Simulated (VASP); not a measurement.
# K4SBr2 (I4/mmm) in VASP: further runs, part 2 of 2

VASP 6.6.1.

**3. Single point, PBE**

This run uses another cell than the first one, of 43.39 Å³/atom.

Contents of INCAR:

```
ALGO     = Normal         # electronic algorithm
EDIFF    = 1E-7           # SCF threshold, eV
ENCUT    = 520            # plane-wave cutoff, eV
GGA      = PE             # functional
ISIF     = 2              # what is computed and relaxed
ISMEAR   = 0              # smearing method
LASPH    = True           # aspherical terms in the spheres
LCHARG   = False          # write CHGCAR
LREAL    = False          # projectors in reciprocal space
LWAVE    = False          # write WAVECAR
NBANDS   = 37             # bands
NELM     = 80             # most SCF steps
PREC     = Accurate       # precision mode
SIGMA    = 0.02           # smearing width, eV
```

Contents of KPOINTS:

```
k-points
0
Gamma
  6 6 6
```

Contents of POSCAR:

```
K4SBr2
1.0
   -2.9642011655      2.9642011655      8.6421823871
    2.9642011655     -2.9642011655      8.6421823871
    2.9642011655      2.9642011655     -8.6421823871
K S Br
4 1 2
Direct
    0.8274674893      0.8274674893      0.0000000000
    0.0000000000      0.5000000000      0.5000000000
    0.5000000000      0.0000000000      0.5000000000
    0.1725325107      0.1725325107      0.0000000000
    0.0000000000      0.0000000000      0.0000000000
    0.3580066488      0.3580066488      0.0000000000
    0.6419933512      0.6419933512      0.0000000000
```

Potentials or basis: VASP PAW PBE potentials, release 64 (K_sv, S, Br).

On the command line:

```
cat potpaw_PBE.64/K_sv/POTCAR potpaw_PBE.64/S/POTCAR potpaw_PBE.64/Br/POTCAR > POTCAR
mpirun -np 1 vasp_std > vasp.out
```

OUTCAR:

```text
EDIFF = 1E-7
   ENCUT = 520
   GGA = PE
   ISIF = 2
   ISMEAR = 0
   LASPH = True
   LREAL = False
   NELM = 80
   PREC = Accurate

 ion  position               nearest neighbor table
   1  0.827  0.827  0.000-   5 2.98   7 3.21
   2  0.000  0.500  0.500-   5 2.96   5 2.96
   3  0.500  0.000  0.500-   5 2.96   5 2.96
   4  0.173  0.173  0.000-   5 2.98   6 3.21
   5  0.000  0.000  0.000-   2 2.96   3 2.96   2 2.96   3 2.96   1 2.98   4 2.98
   6  0.358  0.358  0.000-   4 3.21
   7  0.642  0.642  0.000-   1 3.21

  LATTYP: Found a body centered tetragonal cell.
 ALAT       =     5.9284023310
 C/A-ratio  =     2.9155181800

  Lattice vectors:

 A1 = (  -2.9642011655,   2.9642011655,   8.6421823871)
 A2 = (   2.9642011655,  -2.9642011655,   8.6421823871)
 A3 = (   2.9642011655,   2.9642011655,  -8.6421823871)

Analysis of symmetry for initial positions (statically):
=====================================================================
 Subroutine PRICEL returns:
 Original cell was already a primitive cell.

 Routine SETGRP: Setting up the symmetry group for a
 body centered tetragonal supercell.

 Subroutine GETGRP returns: Found 16 space group operations
 (whereof 16 operations were pure point group operations)
 out of a pool of 16 trial point group operations.

The static configuration has the point symmetry D_4h.

Analysis of symmetry for dynamics (positions and initial velocities):
=====================================================================
 Subroutine PRICEL returns:
 Original cell was already a primitive cell.

 Routine SETGRP: Setting up the symmetry group for a
 body centered tetragonal supercell.

 Subroutine GETGRP returns: Found 16 space group operations
 (whereof 16 operations were pure point group operations)
 out of a pool of 16 trial point group operations.

The dynamic configuration has the point symmetry D_4h.

 Subroutine INISYM returns: Found 16 space group operations
 (whereof 16 operations are pure point group operations),
 and found     1 'primitive' translations

----------------------------------------------------------------------------------------

                                     Primitive cell

  volume of cell :     303.7377

  direct lattice vectors                    reciprocal lattice vectors
    -2.964201166  2.964201166  8.642182387     0.000000000  0.168679510  0.057855757
     2.964201166 -2.964201166  8.642182387     0.168679510  0.000000000  0.057855757
     2.964201166  2.964201166 -8.642182387     0.168679510  0.168679510  0.000000000

  length of vectors
     9.605222200  9.605222200  9.605222200     0.178325729  0.178325729  0.238548851

  position of ions in fractional coordinates (direct lattice)
     0.827467489  0.827467489  0.000000000
     0.000000000  0.500000000  0.500000000
     0.500000000  0.000000000  0.500000000
     0.172532511  0.172532511  0.000000000
     0.000000000  0.000000000  0.000000000
     0.358006649  0.358006649  0.000000000
     0.641993351  0.641993351  0.000000000

  ion indices of the primitive-cell ions
[... 34 lines left out ...]

 Following reciprocal coordinates:
            Coordinates               Weight
  0.000000  0.000000  0.000000      1.000000
  0.166667  0.000000 -0.000000      8.000000
  0.333333  0.000000  0.000000      8.000000
  0.500000  0.000000 -0.000000      4.000000
  0.166667  0.166667 -0.000000      8.000000
  0.333333  0.166667 -0.000000     16.000000
[... 16 lines left out ...]
 -0.333333 -0.333333  0.166667      8.000000
 -0.166667 -0.333333  0.166667      8.000000
 [... further k-points ...]
   k-points           NKPTS =     30   k-points in BZ     NKDIM =     30   number of bands    NBANDS=     37
   number of dos      NEDOS =    301   number of ions     NIONS =      7
   total plane-waves  NPLWV = 373248
   dimension x,y,z NGX =    72 NGY =   72 NGZ =   72
   dimension x,y,z NGXF=   144 NGYF=  144 NGZF=  144
   ions per type =               4   1   2
   NGX,Y,Z   is equivalent  to a cutoff of  12.46, 12.46, 12.46 a.u.
   NGXF,Y,Z  is equivalent  to a cutoff of  24.92, 24.92, 24.92 a.u.
 SYSTEM =  unknown system
   PREC   = accura    normal or accurate (medium, high low for compatibility)
   ISTART =      0    job   : 0-new  1-cont  2-samecut
   ICHARG =      2    charge: 1-file 2-atom 10-const
   ISPIN  =      1    spin polarized calculation?
   LNONCOLLINEAR =      F non collinear calculations
   LSORBIT =      F    spin-orbit coupling
   LASPH  =      T    aspherical Exc in radial PAW
   ENCUT  =  520.0 eV  38.22 Ry    6.18 a.u.  17.86 17.86 17.86*2*pi/ulx,y,z
   NELM   =     80;   NELMIN=  2; NELMDL= -5     # of ELM steps
   EDIFF  = 0.1E-06   stopping-criterion for ELM
   LREAL  =      F    real-space projection
   EDIFFG = 0.1E-05   stopping-criterion for IOM
   NSW    =      0    number of steps for IOM
   IBRION =     -1    ionic relax: 0-MD 1-quasi-New 2-CG
   NFREE  =      0    steps in history (QN), initial steepest desc. (CG)
   ISIF   =      2    stress and relaxation
   ISYM   =      2    0-nonsym 1-usesym 2-fastsym
   POTIM  = 0.5000    time-step for ionic-motion
   TEBEG  =    0.0;   TEEND  =   0.0 temperature during run
   PSTRESS=    0.0 pullay stress
   NELECT =      56.0000    total number of electrons
   NUPDOWN=      -1.0000    fix difference up-down
   EMIN   =  10.00;   EMAX   =-10.00  energy-range for DOS
   EFERMI =   0.00;   METHOD = LEGACY
   ISMEAR =     0;   SIGMA  =   0.02  broadening in eV -4-tet -1-fermi 0-gaus
   EFERMI_NEDOS =   21; number of points for ismear=-14 and -15
   IALGO  =     38    algorithm
   IMIX   =      4    mixing-type and parameters
     AMIX     =   0.40;   BMIX     =  1.00
     AMIX_MAG =   1.60;   BMIX_MAG =  1.00
  volume/ion in A,a.u.               =      43.39       292.82
  Fermi-wavevector in a.u.,A,eV,Ry     =   0.931761  1.760773 11.812289  0.868179
  Thomas-Fermi vector in A             =   2.058288
   LORBIT       =      0    0 simple, 1 ext, 2 COOP (PROOUT), +10 PAW based schemes
   GGA     = PE    functional components
   LHFCALC =     F    Hartree Fock is set to
   AEXX    =    0.0000 exact exchange contribution
   IVDW    =     0    specifies the selected vdW correction
   LEPSILON=     F    determine dielectric tensor
   LRPA    =     F    only Hartree local field effects (RPA)
 non-spin polarized calculation
 Gauss-broadening in eV      SIGMA  =   0.02
  energy-cutoff  :      520.00
  volume of cell :      303.74
 maximum number of plane-waves:      8222
   NGX = 35   NGY = 35   NGZ = 35

 number of electron      56.0000002 magnetization

 Free energy of the ion-electron system (eV)
  ---------------------------------------------------
  ext. energy  EPLUGINS =         0.00000000
  ---------------------------------------------------
  free energy    TOTEN  =       -21.05085218 eV

  energy without entropy =      -21.05085218  energy(sigma->0) =      -21.05085218

 E-fermi :  -0.2384     XC(G=0):  -6.4851

 val. band max:       -0.4171606093   @ k =   0.0000   0.0000   0.0000
 cond. band min:       1.0698544294   @ k =   0.0000   0.0000   0.0000
 fundamental gap:      1.4870150388
 Fermi energy:        -0.2384054332

 k-point     1 :       0.0000    0.0000    0.0000
  band No.  band energies     occupation
      1     -30.8410      2.00000
      2     -30.8397      2.00000
      3     -29.8809      2.00000
      4     -29.8675      2.00000
      5     -14.6292      2.00000
      6     -14.6151      2.00000
[... 949 lines left out ...]
     36       4.6719      0.00000
     37       5.1880      0.00000

 [... further k-points ...]

------------------------ aborting loop because EDIFF is reached ----------------------------------------

  FORCE on cell =-STRESS in cart. coord.  units (eV):
  Direction    XX          YY          ZZ          XY          YZ          ZX
  --------------------------------------------------------------------------------------
  -------------------------------------------------------------------------------------
  Total        0.0494597      0.0494597      0.0548106      0.0000000     -0.0000000      0.0000000
  in kB        0.2608934      0.2608934      0.2891187      0.0000000     -0.0000000      0.0000000
  external PRESSURE =       0.2703018 kB  Pullay stress =       0.0000000 kB

 VOLUME and BASIS-vectors are now :
 -----------------------------------------------------------------------------
  energy-cutoff  :      520.00
  volume of cell :      303.74
      direct lattice vectors                 reciprocal lattice vectors
    -2.964201166  2.964201166  8.642182387     0.000000000  0.168679510  0.057855757
     2.964201166 -2.964201166  8.642182387     0.168679510  0.000000000  0.057855757
     2.964201166  2.964201166 -8.642182387     0.168679510  0.168679510  0.000000000

 POSITION                                       TOTAL-FORCE (eV/Angst)
 -----------------------------------------------------------------------------------
      0.00000      0.00000     14.30225         0.000000      0.000000     -0.004778
      2.96420      0.00000      0.00000        -0.000000     -0.000000     -0.000000
      0.00000      2.96420      0.00000        -0.000000     -0.000000     -0.000000
      0.00000      0.00000      2.98211         0.000000      0.000000      0.004778
      0.00000      0.00000      0.00000        -0.000000     -0.000000     -0.000000
      0.00000      0.00000      6.18792        -0.000000     -0.000000      0.004865
      0.00000      0.00000     11.09645         0.000000      0.000000     -0.004865
 -----------------------------------------------------------------------------------
    total drift:                                0.000000     -0.000000      0.000000

  FREE ENERGIE OF THE ION-ELECTRON SYSTEM (eV)
  ---------------------------------------------------
  free  energy   TOTEN  =       -21.0508521788 eV

  energy  without entropy=      -21.0508521788  energy(sigma->0) =      -21.05085218
```

Wall time 13 min (1 thread of Intel Xeon Platinum 8375C at 2.90GHz (Ice Lake), shared host); peak memory 0.92 GiB.

What came out:

| Quantity | Value |
| --- | --- |
| Free energy | -21.0509 eV |
| Pressure | 0.0 GPa |
| Largest force | 0.005 eV/Å |
| Band gap on the k mesh | 1.49 eV |

Forces on the atoms (eV/Å):
```
K    0.000  0.000 -0.005
K    0.000  0.000  0.000
K    0.000  0.000  0.000
K    0.000  0.000  0.005
S    0.000  0.000  0.000
Br   0.000  0.000  0.005
Br   0.000  0.000 -0.005
```

A k mesh can miss the band edges.
